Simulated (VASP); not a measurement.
# CdS in VASP: single point with PBE+D3(BJ)

Aim: the single point of CdS with PBE+D3(BJ).

All numbers are computed with VASP 6.6.1; they aren't measurements. Logs are shortened: lines on timing, memory, paths and dates and some standing lists are left out, and cuts for length are marked.

### 1 The cell of the first run

The cell holds a slab with vacuum, 16 atoms: a = 8.275 Å, b = 8.275 Å, c = 22.223 Å, α = 90.00°, β = 90.00°, γ = 120.00°.

### 2 Single point, PBE+D3(BJ)

The input, INCAR:

```
  ALGO = Normal
  DIPOL = 0.5 0.5 0.447
  EDIFF = 1E-6
  ENCUT = 520
  GGA = PE
  IDIPOL = 3
  ISIF = 2
  ISMEAR = 0
  IVDW = 12
  LASPH = True
  LCHARG = False
  LDIPOL = True
  LREAL = Auto
  LWAVE = False
  NBANDS = 86
  NELM = 60
  PREC = Accurate
  SIGMA = 0.05
```

The input, KPOINTS:

```
k-points
0
Gamma
  2 2 1
```

The input, POSCAR:

```
CdS
1.0
    8.2750818144      0.0000000000      0.0000000000
   -4.1375409072      7.1664310697      0.0000000000
    0.0000000000      0.0000000000     22.2228600052
S Cd
8 8
Direct
    0.5000000000      0.0000000000      0.3599896682
    0.5000000000      0.5000000000      0.3599896682
    0.0000000000      0.0000000000      0.3599896682
    0.0000000000      0.5000000000      0.3599896682
    0.6615297757      0.8231023542      0.5295267781
    0.6704921402      0.3473191432      0.5219524533
    0.1634695444      0.8270284547      0.5318165299
    0.1764795372      0.3472201921      0.5219694519
    0.1666666667      0.8333333333      0.3979943175
    0.1666666667      0.3333333333      0.3979943175
    0.6666666667      0.8333333333      0.3979943175
    0.6666666667      0.3333333333      0.3979943175
    0.3396633252      0.6825067209      0.4876448064
    0.3305603426      0.1613936684      0.5081279384
    0.8428637212      0.6826084285      0.4875752814
    0.8316302169      0.1636387040      0.5269264553
```

Potentials or basis: VASP PAW PBE potentials, release 64 (S, Cd).

On the command line:

```console
$ cat potpaw_PBE.64/S/POTCAR potpaw_PBE.64/Cd/POTCAR > POTCAR
$ mpirun -np 1 vasp_std > vasp.out
```

OUTCAR:

```text
EDIFF = 1E-6
   ENCUT = 520
   GGA = PE
   ISIF = 2
   ISMEAR = 0
   IVDW = 12
   LASPH = True
   LREAL = Auto
   NELM = 60
   PREC = Accurate
 IVDW          = 12

 ion  position               nearest neighbor table
   1  0.500  0.000  0.360-   9 2.53  12 2.53  11 2.53
   2  0.500  0.500  0.360-  10 2.53  11 2.53  12 2.53
   3  0.000  0.000  0.360-  11 2.53  10 2.53   9 2.53
   4  0.000  0.500  0.360-  12 2.53   9 2.53  10 2.53
   5  0.662  0.823  0.530-  16 2.44  13 2.49  15 2.49  11 2.92
   6  0.670  0.347  0.522-  14 2.46  16 2.48  15 2.52  12 2.76
   7  0.163  0.827  0.532-  14 2.45  15 2.50  13 2.50   9 2.97
   8  0.176  0.347  0.522-  14 2.46  16 2.48  13 2.52  10 2.76
   9  0.167  0.833  0.398-   1 2.53   4 2.53   3 2.53   7 2.97  15 3.06  13 3.06  14 3.39
  10  0.167  0.333  0.398-   2 2.53   3 2.53   4 2.53   8 2.76  13 3.20  14 3.43  16 3.74
  11  0.667  0.833  0.398-   3 2.53   2 2.53   1 2.53   5 2.92  15 3.08  13 3.08  16 3.72
  12  0.667  0.333  0.398-   4 2.53   1 2.53   2 2.53   6 2.76  15 3.20  14 3.43  16 3.74
  13  0.340  0.683  0.488-   5 2.49   7 2.50   8 2.52   9 3.06  11 3.08  10 3.20
  14  0.331  0.161  0.508-   7 2.45   8 2.46   6 2.46   9 3.39  10 3.43  12 3.43
  15  0.843  0.683  0.488-   5 2.49   7 2.50   6 2.52   9 3.06  11 3.08  12 3.20
  16  0.832  0.164  0.527-   5 2.44   6 2.48   8 2.48  11 3.72  12 3.74  10 3.74

  LATTYP: Found a hexagonal cell.
 ALAT       =     8.2750818144
 C/A-ratio  =     2.6855154431

  Lattice vectors:

 A1 = (   8.2750818144,   0.0000000000,   0.0000000000)
 A2 = (  -4.1375409072,   7.1664310697,   0.0000000000)
 A3 = (   0.0000000000,   0.0000000000,  22.2228600052)

Analysis of symmetry for initial positions (statically):
=====================================================================
 Subroutine PRICEL returns:
 Original cell was already a primitive cell.

 Routine SETGRP: Setting up the symmetry group for a
 hexagonal supercell.

 Subroutine GETGRP returns: Found  1 space group operations
 (whereof  1 operations were pure point group operations)
 out of a pool of 24 trial point group operations.

The static configuration has the point symmetry C_1 .

Analysis of symmetry for dynamics (positions and initial velocities):
=====================================================================
 Subroutine PRICEL returns:
 Original cell was already a primitive cell.

 Routine SETGRP: Setting up the symmetry group for a
 hexagonal supercell.

 Subroutine GETGRP returns: Found  1 space group operations
 (whereof  1 operations were pure point group operations)
 out of a pool of 24 trial point group operations.

The dynamic configuration has the point symmetry C_1 .

 Subroutine INISYM returns: Found  1 space group operations
 (whereof  1 operations are pure point group operations),
 and found     1 'primitive' translations

----------------------------------------------------------------------------------------

                                     Primitive cell

  volume of cell :    1317.8779

  direct lattice vectors                    reciprocal lattice vectors
     8.275081814  0.000000000  0.000000000     0.120844727  0.069769735  0.000000000
    -4.137540907  7.166431070  0.000000000     0.000000000  0.139539471  0.000000000
     0.000000000  0.000000000 22.222860005     0.000000000  0.000000000  0.044998709

  length of vectors
     8.275081814  8.275081814 22.222860005     0.139539471  0.139539471  0.044998709

  position of ions in fractional coordinates (direct lattice)
     0.500000000  0.000000000  0.359989668
     0.500000000  0.500000000  0.359989668
     0.000000000  0.000000000  0.359989668
     0.000000000  0.500000000  0.359989668
     0.661529776  0.823102354  0.529526778
     0.670492140  0.347319143  0.521952453
[... 8 lines left out ...]
     0.842863721  0.682608429  0.487575281
     0.831630217  0.163638704  0.526926455

  ion indices of the primitive-cell ions
   primitive index   ion index
                 1           1
                 2           2
                 3           3
                 4           4
                 5           5
                 6           6
[... 8 lines left out ...]
                15          15
                16          16

----------------------------------------------------------------------------------------

 KPOINTS: k-points

Automatic generation of k-mesh.
 Grid dimensions read from file:
 generate k-points for:    2    2    1

 Generating k-lattice:

  Cartesian coordinates                     Fractional coordinates (reciprocal lattice)
     0.060422363  0.034884868  0.000000000     0.500000000  0.000000000  0.000000000
     0.000000000  0.069769735  0.000000000     0.000000000  0.500000000  0.000000000
     0.000000000  0.000000000  0.044998709     0.000000000  0.000000000  1.000000000

  Length of vectors
     0.069769735  0.069769735  0.044998709

  Shift w.r.t. Gamma in fractional coordinates (k-lattice)
     0.000000000  0.000000000  0.000000000

 Subroutine IBZKPT returns following result:
 ===========================================

 Found      4 irreducible k-points:

 Following reciprocal coordinates:
            Coordinates               Weight
  0.000000  0.000000  0.000000      1.000000
  0.500000  0.000000  0.000000      1.000000
  0.000000  0.500000  0.000000      1.000000
  0.500000  0.500000  0.000000      1.000000
   k-points           NKPTS =      4   k-points in BZ     NKDIM =      4   number of bands    NBANDS=     86
   number of dos      NEDOS =    301   number of ions     NIONS =     16
   total plane-waves  NPLWV = 688128
   dimension x,y,z NGX =    64 NGY =   64 NGZ =  168
   dimension x,y,z NGXF=   128 NGYF=  128 NGZF=  336
   ions per type =               8   8
   NGX,Y,Z   is equivalent  to a cutoff of  12.86, 12.86, 12.57 a.u.
   NGXF,Y,Z  is equivalent  to a cutoff of  25.72, 25.72, 25.14 a.u.
 SYSTEM =  unknown system
   PREC   = accura    normal or accurate (medium, high low for compatibility)
   ISTART =      0    job   : 0-new  1-cont  2-samecut
   ICHARG =      2    charge: 1-file 2-atom 10-const
   ISPIN  =      1    spin polarized calculation?
   LNONCOLLINEAR =      F non collinear calculations
   LSORBIT =      F    spin-orbit coupling
   LASPH  =      T    aspherical Exc in radial PAW
   ENCUT  =  520.0 eV  38.22 Ry    6.18 a.u.  15.39 15.39 41.32*2*pi/ulx,y,z
   NELM   =     60;   NELMIN=  2; NELMDL= -5     # of ELM steps
   EDIFF  = 0.1E-05   stopping-criterion for ELM
   LREAL  =      T    real-space projection
   EDIFFG = 0.1E-04   stopping-criterion for IOM
   NSW    =      0    number of steps for IOM
   IBRION =     -1    ionic relax: 0-MD 1-quasi-New 2-CG
   NFREE  =      0    steps in history (QN), initial steepest desc. (CG)
   ISIF   =      2    stress and relaxation
   ISYM   =      2    0-nonsym 1-usesym 2-fastsym
   POTIM  = 0.5000    time-step for ionic-motion
   TEBEG  =    0.0;   TEEND  =   0.0 temperature during run
   PSTRESS=    0.0 pullay stress
   NELECT =     144.0000    total number of electrons
   NUPDOWN=      -1.0000    fix difference up-down
   EMIN   =  10.00;   EMAX   =-10.00  energy-range for DOS
   EFERMI =   0.00;   METHOD = LEGACY
   ISMEAR =     0;   SIGMA  =   0.05  broadening in eV -4-tet -1-fermi 0-gaus
   EFERMI_NEDOS =   21; number of points for ismear=-14 and -15
   IALGO  =     38    algorithm
   IMIX   =      4    mixing-type and parameters
     AMIX     =   0.40;   BMIX     =  1.00
     AMIX_MAG =   1.60;   BMIX_MAG =  1.00
  volume/ion in A,a.u.               =      82.37       555.84
  Fermi-wavevector in a.u.,A,eV,Ry     =   0.782655  1.479004  8.334242  0.612550
  Thomas-Fermi vector in A             =   1.886423
   LORBIT       =      0    0 simple, 1 ext, 2 COOP (PROOUT), +10 PAW based schemes
   GGA     = PE    functional components
   LHFCALC =     F    Hartree Fock is set to
   AEXX    =    0.0000 exact exchange contribution
   IVDW    =    12    specifies the selected vdW correction
   LEPSILON=     F    determine dielectric tensor
   LRPA    =     F    only Hartree local field effects (RPA)
 non-spin polarized calculation
 Gauss-broadening in eV      SIGMA  =   0.05
  energy-cutoff  :      520.00
  volume of cell :     1317.88
 maximum number of plane-waves:     35519
 NGX is ok and might be reduce to    64
   NGX = 31   NGY = 31   NGZ = 83

 number of electron     143.9999995 magnetization

 dipolmoment           0.000000      0.000000     -0.512000 electrons x Angstroem

 Free energy of the ion-electron system (eV)
  ---------------------------------------------------
  ext. energy  EPLUGINS =         0.00000000
  ---------------------------------------------------
  free energy    TOTEN  =       -44.85424804 eV

  energy without entropy =      -44.85424804  energy(sigma->0) =      -44.85424804

 E-fermi :  -3.2772     XC(G=0):  -3.2240

 val. band max:       -3.5413935222   @ k =   0.0000   0.0000   0.0000
 cond. band min:      -2.6711042278   @ k =   0.0000   0.0000   0.0000
 fundamental gap:      0.8702892944
 Fermi energy:        -3.2771616767

 k-point     1 :       0.0000    0.0000    0.0000
  band No.  band energies     occupation
      1     -16.5173      2.00000
      2     -16.1966      2.00000
      3     -16.1911      2.00000
      4     -16.1612      2.00000
      5     -15.1159      2.00000
      6     -14.8385      2.00000
[... 76 lines left out ...]
     83       0.5533      0.00000
     84       0.9613      0.00000

 k-point     2 :       0.5000    0.0000    0.0000
  band No.  band energies     occupation
      1     -16.3638      2.00000
      2     -16.3407      2.00000
      3     -16.1941      2.00000
      4     -16.1693      2.00000
      5     -14.9791      2.00000
      6     -14.9639      2.00000
[... 76 lines left out ...]
     83       1.3872      0.00000
     84       1.4987      0.00000

 k-point     3 :       0.0000    0.5000    0.0000
  band No.  band energies     occupation
      1     -16.3621      2.00000
      2     -16.3333      2.00000
      3     -16.1921      2.00000
      4     -16.1829      2.00000
      5     -14.9831      2.00000
      6     -14.9606      2.00000
[... 76 lines left out ...]
     83       0.9185      0.00000
     84       1.6213      0.00000

 k-point     4 :       0.5000    0.5000    0.0000
  band No.  band energies     occupation
      1     -16.3638      2.00000
      2     -16.3405      2.00000
      3     -16.1944      2.00000
      4     -16.1692      2.00000
      5     -14.9796      2.00000
      6     -14.9632      2.00000
[... 76 lines left out ...]
     83       1.3852      0.00000
     84       1.4989      0.00000
 [bands above 84 left out]

------------------------ aborting loop because EDIFF is reached ----------------------------------------

 vacuum level on the upper side and lower side of the slab       (xc-potential included)        -0.854         0.688

 Edisp (eV)   -3.61038

 E8    (eV) :    -1.5598

  FORCE on cell =-STRESS in cart. coord.  units (eV):
  Direction    XX          YY          ZZ          XY          YZ          ZX
  --------------------------------------------------------------------------------------
  -------------------------------------------------------------------------------------
  Total       1.92853     0.92403    -1.98099    -0.00031     0.10082     0.00238
  in kB       2.34456     1.12337    -2.40833    -0.00037     0.12256     0.00290
  external pressure =        0.35 kB  Pullay stress =        0.00 kB

 VOLUME and BASIS-vectors are now :
 -----------------------------------------------------------------------------
  energy-cutoff  :      520.00
  volume of cell :     1317.88
      direct lattice vectors                 reciprocal lattice vectors
     8.275081814  0.000000000  0.000000000     0.120844727  0.069769735  0.000000000
    -4.137540907  7.166431070  0.000000000     0.000000000  0.139539471  0.000000000
     0.000000000  0.000000000 22.222860005     0.000000000  0.000000000  0.044998709

 POSITION                                       TOTAL-FORCE (eV/Angst)
 -----------------------------------------------------------------------------------
      4.13754      0.00000      8.00000        -0.038227     -0.150650      0.636285
      2.06877      3.58322      8.00000        -0.000410      0.101518      0.574269
      0.00000      0.00000      8.00000         0.038287     -0.150829      0.636403
     -2.06877      3.58322      8.00000        -0.000280      0.148664      0.553034
      2.06859      5.89871     11.76760         0.000222      0.072819      0.130721
      4.11133      2.48904     11.59928         0.175374     -0.096725      0.107723
[... 8 lines left out ...]
      4.15045      4.89187     10.83532         0.087808      0.004058     -0.001914
      6.20475      1.17271     11.70981        -0.000032      0.156787     -0.302788
 -----------------------------------------------------------------------------------
    total drift:                                0.001006     -0.003356      0.006057

  FREE ENERGIE OF THE ION-ELECTRON SYSTEM (eV)
  ---------------------------------------------------
  free  energy   TOTEN  =       -48.4646291302 eV

  energy  without entropy=      -48.4646291302  energy(sigma->0) =      -48.46462913

 vacuum level on the upper side and lower side of the slab         1.381         2.960
```

Run time: 12 min. Hardware: 1 thread of Intel Xeon 6975P-C (Granite Rapids), shared host; peak memory 1.3 GiB.

What came out:

```yaml
Free_energy: -48.4646 eV
Largest_force: 0.835 eV/Å
Band_gap_on_the_k_mesh: 0.87 eV
Dispersion_energy_per_atom: -0.226 eV
```

Forces on the atoms (eV/Å):
```
S   -0.038 -0.151  0.636
S    0.000  0.102  0.574
S    0.038 -0.151  0.636
S    0.000  0.149  0.553
S    0.000  0.073  0.131
S    0.175 -0.097  0.108
S    0.000  0.012 -0.002
S   -0.174 -0.096  0.107
Cd   0.002  0.138 -0.824
Cd  -0.096 -0.162 -0.461
Cd  -0.002  0.235 -0.701
Cd   0.096 -0.163 -0.461
Cd  -0.089  0.006 -0.002
Cd   0.001 -0.053  0.010
Cd   0.088  0.004 -0.002
Cd   0.000  0.157 -0.303
```

Levels at points of the mesh, in eV from the valence-band top:
| k point | band 70 | band 71 | band 72 | band 73 | band 74 | band 75 |
| --- | --- | --- | --- | --- | --- | --- |
| (0.00, 0.00, 0.00) | -0.76 | 0.00 | 0.00 | 0.87 | 1.68 | 1.96 |
| (0.50, 0.00, 0.00) | -0.64 | -0.51 | -0.49 | 1.83 | 1.90 | 2.57 |
| (0.00, 0.50, 0.00) | -0.65 | -0.53 | -0.48 | 1.83 | 2.21 | 2.21 |
| (0.50, 0.50, 0.00) | -0.64 | -0.51 | -0.49 | 1.83 | 1.90 | 2.57 |

Caveat: the k points lie up to 0.44 Å⁻¹ apart.
